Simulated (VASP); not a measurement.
# Ir (I4/mmm) in VASP: notebook

The runs below take Ir through single point, with PBEsol.

All numbers are computed with VASP 6.6.1; they aren't measurements. Logs are shortened: lines on timing, memory, paths and dates and some standing lists are left out, and cuts for length are marked.

**1. The cell of the first run**

It takes space group I4/mmm (No. 139, tetragonal). The conventional cell has a = 2.498 Å, b = 2.498 Å, c = 3.839 Å, α = 90.00°, β = 90.00°, γ = 90.00°. Ir (site symmetry 4/mmm) has 12 Ir at 2.50 to 2.61 Å within 3.3 Å.

**2. Single point, PBEsol (strain -0.080 along x and y, +0.000 along z)**

File INCAR:

```
PREC = Accurate ; ENCUT = 520
EDIFF = 1E-6 ; ISMEAR = 0
SIGMA = 0.15 ; LREAL = F
LASPH = T ; NELM = 100
ALGO = Normal ; ISIF = 2
LWAVE = F ; LCHARG = F
GGA = PS ; NBANDS = 10
```

File KPOINTS:

```
regular mesh
0
Gamma
  22 22 22
```

File POSCAR:

```
Ir
1.0
    0.0000000000      1.7661240000      1.9197000000
    1.7661240000      0.0000000000      1.9197000000
    1.7661240000      1.7661240000      0.0000000000
Ir
1
Direct
    0.0000000000      0.0000000000      0.0000000000
```

Potentials or basis: VASP PAW PBE potentials, release 64 (Ir).

Command:

```sh
cat potpaw_PBE.64/Ir/POTCAR > POTCAR
mpirun -np 1 vasp_std > vasp.out
```

OUTCAR:

```text
PREC = Accurate
   ENCUT = 520
   EDIFF = 1E-6
   ISMEAR = 0
   LREAL = F
   LASPH = T
   NELM = 100
   ISIF = 2
   GGA = PS

 ion  position               nearest neighbor table
   1  0.000  0.000  0.000-

  LATTYP: Found a body centered tetragonal cell.
 ALAT       =     2.4976765136
 C/A-ratio  =     1.5371886548

  Lattice vectors:

 A1 = (  -1.7661240000,   0.0000000000,   1.9197000000)
 A2 = (   1.7661240000,   0.0000000000,   1.9197000000)
 A3 = (   0.0000000000,   1.7661240000,  -1.9197000000)

Analysis of symmetry for initial positions (statically):
=====================================================================
 Subroutine PRICEL returns:
 Original cell was already a primitive cell.

 Routine SETGRP: Setting up the symmetry group for a
 body centered tetragonal supercell.

 Subroutine GETGRP returns: Found 16 space group operations
 (whereof 16 operations were pure point group operations)
 out of a pool of 16 trial point group operations.

The static configuration has the point symmetry D_4h.

Analysis of symmetry for dynamics (positions and initial velocities):
=====================================================================
 Subroutine PRICEL returns:
 Original cell was already a primitive cell.

 Routine SETGRP: Setting up the symmetry group for a
 body centered tetragonal supercell.

 Subroutine GETGRP returns: Found 16 space group operations
 (whereof 16 operations were pure point group operations)
 out of a pool of 16 trial point group operations.

The dynamic configuration has the point symmetry D_4h.

 Subroutine INISYM returns: Found 16 space group operations
 (whereof 16 operations are pure point group operations),
 and found     1 'primitive' translations

----------------------------------------------------------------------------------------

                                     Primitive cell

  volume of cell :      11.9758

  direct lattice vectors                    reciprocal lattice vectors
     0.000000000  1.766124000  1.919700000    -0.283105829  0.283105829  0.260457363
     1.766124000  0.000000000  1.919700000     0.283105829 -0.283105829  0.260457363
     1.766124000  1.766124000  0.000000000     0.283105829  0.283105829 -0.260457363

  length of vectors
     2.608532552  2.608532552  2.497676514     0.477635697  0.477635697  0.477635697

  position of ions in fractional coordinates (direct lattice)
     0.000000000  0.000000000  0.000000000

[... 73 lines left out ...]
   ENCUT  =  520.0 eV  38.22 Ry    6.18 a.u.   4.85  4.85  4.64*2*pi/ulx,y,z
   NELM   =    100;   NELMIN=  2; NELMDL= -5     # of ELM steps
   EDIFF  = 0.1E-05   stopping-criterion for ELM
   LREAL  =      F    real-space projection
   EDIFFG = 0.1E-04   stopping-criterion for IOM
   NSW    =      0    number of steps for IOM
   IBRION =     -1    ionic relax: 0-MD 1-quasi-New 2-CG
   NFREE  =      0    steps in history (QN), initial steepest desc. (CG)
   ISIF   =      2    stress and relaxation
   ISYM   =      2    0-nonsym 1-usesym 2-fastsym
   POTIM  = 0.5000    time-step for ionic-motion
   TEBEG  =    0.0;   TEEND  =   0.0 temperature during run
   PSTRESS=    0.0 pullay stress
   NELECT =       9.0000    total number of electrons
   NUPDOWN=      -1.0000    fix difference up-down
   EMIN   =  10.00;   EMAX   =-10.00  energy-range for DOS
   EFERMI =   0.00;   METHOD = LEGACY
   ISMEAR =     0;   SIGMA  =   0.15  broadening in eV -4-tet -1-fermi 0-gaus
   EFERMI_NEDOS =   21; number of points for ismear=-14 and -15
   IALGO  =     38    algorithm
   IMIX   =      4    mixing-type and parameters
     AMIX     =   0.40;   BMIX     =  1.00
     AMIX_MAG =   1.60;   BMIX_MAG =  1.00
  volume/ion in A,a.u.               =      11.98        80.82
  Fermi-wavevector in a.u.,A,eV,Ry     =   1.488403  2.812673 30.141562  2.215342
  Thomas-Fermi vector in A             =   2.601442
   LORBIT       =      0    0 simple, 1 ext, 2 COOP (PROOUT), +10 PAW based schemes
   GGA     = PS    functional components
   LHFCALC =     F    Hartree Fock is set to
   AEXX    =    0.0000 exact exchange contribution
   IVDW    =     0    specifies the selected vdW correction
   LEPSILON=     F    determine dielectric tensor
   LRPA    =     F    only Hartree local field effects (RPA)
 non-spin polarized calculation
 Gauss-broadening in eV      SIGMA  =   0.15
  energy-cutoff  :      520.00
  volume of cell :       11.98
 maximum number of plane-waves:       340
   NGX =  9   NGY =  9   NGZ =  9

 number of electron       9.0000000 magnetization

 Free energy of the ion-electron system (eV)
  ---------------------------------------------------
  ext. energy  EPLUGINS =         0.00000000
  ---------------------------------------------------
  free energy    TOTEN  =        -9.18126796 eV

  energy without entropy =       -9.17231268  energy(sigma->0) =       -9.17679032

 E-fermi :  13.3522     XC(G=0): -15.0930

 val. band max:       13.3506935083   @ k =   0.4545   0.4545   0.0000
 cond. band min:      13.3530612351   @ k =   0.1818   0.1818   0.0000
 fundamental gap:      0.0023677268
 Fermi energy:        13.3521968073

 k-point     1 :       0.0000    0.0000    0.0000
  band No.  band energies     occupation
      1       0.3166      2.00000
      2       7.4833      2.00000
      3       8.9089      2.00000
      4       8.9089      2.00000
      5      10.8516      2.00000
      6      12.8268      2.00000
      7      27.3805      0.00000
      8      31.8021      0.00000
      9      35.0191      0.00000
     10      35.0191      0.00000
[... 287 lines left out ...]
 k-point    24 :      -0.4545    0.0455    0.0000
  band No.  band energies     occupation
      1       3.4177      2.00000
      2       7.5055      2.00000
      3       9.0214      2.00000
      4      11.6844      2.00000
      5      14.1494      0.00000
      6      15.4602      0.00000
      7      22.7244      0.00000
      8      26.9721      0.00000
      9      34.0472      0.00000
     10      35.5393      0.00000

 [... further k-points ...]
[... 5 lines left out ...]
  --------------------------------------------------------------------------------------
  -------------------------------------------------------------------------------------
  Total        8.5627261      8.5627261      4.7279945      0.0000000      0.0000000      0.0000000
  in kB     1145.5574973   1145.5574973    632.5309835      0.0000000      0.0000000      0.0000000
  external PRESSURE =     974.5486594 kB  Pullay stress =       0.0000000 kB

 VOLUME and BASIS-vectors are now :
 -----------------------------------------------------------------------------
  energy-cutoff  :      520.00
  volume of cell :       11.98
      direct lattice vectors                 reciprocal lattice vectors
     0.000000000  1.766124000  1.919700000    -0.283105829  0.283105829  0.260457363
     1.766124000  0.000000000  1.919700000     0.283105829 -0.283105829  0.260457363
     1.766124000  1.766124000  0.000000000     0.283105829  0.283105829 -0.260457363

 POSITION                                       TOTAL-FORCE (eV/Angst)
 -----------------------------------------------------------------------------------
      0.00000      0.00000      0.00000         0.000000      0.000000      0.000000
 -----------------------------------------------------------------------------------
    total drift:                                0.000000     -0.000000     -0.000000

  FREE ENERGIE OF THE ION-ELECTRON SYSTEM (eV)
  ---------------------------------------------------
  free  energy   TOTEN  =        -9.1812679598 eV

  energy  without entropy=       -9.1723126824  energy(sigma->0) =       -9.17679032
```

OSZICAR:

```text
N       E                     dE             d eps       ncg     rms          rms(c)
DAV:   1     0.485582753635E+02    0.48558E+02   -0.44819E+03 16824   0.842E+02
DAV:   2    -0.891009487000E+01   -0.57468E+02   -0.54815E+02 17144   0.205E+02
DAV:   3    -0.970910959458E+01   -0.79901E+00   -0.79582E+00 19356   0.290E+01
DAV:   4    -0.971612672924E+01   -0.70171E-02   -0.70154E-02 19466   0.252E+00
DAV:   5    -0.971624747850E+01   -0.12075E-03   -0.12075E-03 20012   0.305E-01    0.250E+01
DAV:   6    -0.931004672319E+01    0.40620E+00   -0.46485E-01 18990   0.862E+00    0.117E+01
DAV:   7    -0.918848654452E+01    0.12156E+00   -0.24958E-01 22596   0.576E+00    0.147E+00
DAV:   8    -0.918130464751E+01    0.71819E-02   -0.47002E-03 18426   0.101E+00    0.985E-02
DAV:   9    -0.918126213402E+01    0.42513E-04   -0.25810E-04 22114   0.210E-01    0.361E-02
DAV:  10    -0.918126771264E+01   -0.55786E-05   -0.52770E-06 19490   0.189E-02    0.783E-03
DAV:  11    -0.918126795976E+01   -0.24712E-06   -0.18201E-07  9536   0.574E-03
   1 F= -.91812680E+01 E0= -.91767903E+01  d E =-.895528E-02
```

Run time: 58 s. Hardware: 1 thread of Intel Xeon Platinum 8259CL at 2.50GHz (Skylake/Cascade Lake), shared host; peak memory 0.22 GiB.

What came out:

* Free energy: -9.1813 eV
* Pressure: 97.5 GPa

Caveat: the cell differs from its parent crystal (strain -0.080 along x and y, +0.000 along z); the PAW data sets were made with another functional, which shifts forces and pressure a little; spin-orbit coupling is left out, which moves the levels of the heavy elements.

**3. Single point, PBEsol (strain -0.040 along x and y, +0.000 along z)**

File INCAR:

```
SYSTEM = Ir
PREC = Accurate
ENCUT = 520
EDIFF = 1E-6
ISMEAR = 0
SIGMA = 0.15
LREAL = .False.
LASPH = .True.
NELM = 80
ALGO = Normal
ISIF = 2
LWAVE = .False.
LCHARG = .False.
GGA = PS
NBANDS = 10
```

File KPOINTS:

```
regular mesh
0
Gamma
  22 22 22
  0 0 0
```

File POSCAR:

```
Ir
1.0
    0.0000000000      1.8429120000      1.9197000000
    1.8429120000      0.0000000000      1.9197000000
    1.8429120000      1.8429120000      0.0000000000
Ir
1
Direct
    0.0000000000      0.0000000000      0.0000000000
```

Potentials or basis: VASP PAW PBE potentials, release 64 (Ir).

Command:

```sh
cat potpaw_PBE.64/Ir/POTCAR > POTCAR
mpirun -np 1 vasp_std > vasp.out
```

Wall time 63 s (1 thread of Intel Xeon Platinum 8375C at 2.90GHz (Ice Lake), shared host); peak memory 0.23 GiB.

The run converged. Its results:

| Item | Value |
| --- | --- |
| Free energy | -9.6887 eV |
| Pressure | 37.1 GPa |

Stress tensor (GPa, compression positive):
```
43.70  0.00  0.00
 0.00 43.70  0.00
 0.00  0.00 23.94
```

Levels at points of the mesh, in eV from the Fermi level:
| k point | band 2 | band 3 | band 4 | band 5 | band 6 | band 7 |
| --- | --- | --- | --- | --- | --- | --- |
| (0.00, 0.00, 0.00) | -4.78 | -4.17 | -4.17 | -1.73 | -0.90 | 14.18 |
| (0.50, 0.00, 0.00) | -4.82 | -4.19 | -0.98 | 0.93 | 1.25 | 8.16 |
| (0.50, 0.50, 0.00) | -8.25 | 1.09 | 1.13 | 1.72 | 1.72 | 10.89 |
| (0.50, 0.00, 0.50) | -8.29 | 1.01 | 1.45 | 2.01 | 2.09 | 11.56 |

Caveat: the cell differs from its parent crystal (strain -0.040 along x and y, +0.000 along z); the PAW data sets were made with another functional, which shifts forces and pressure a little; spin-orbit coupling is left out, which moves the levels of the heavy elements.
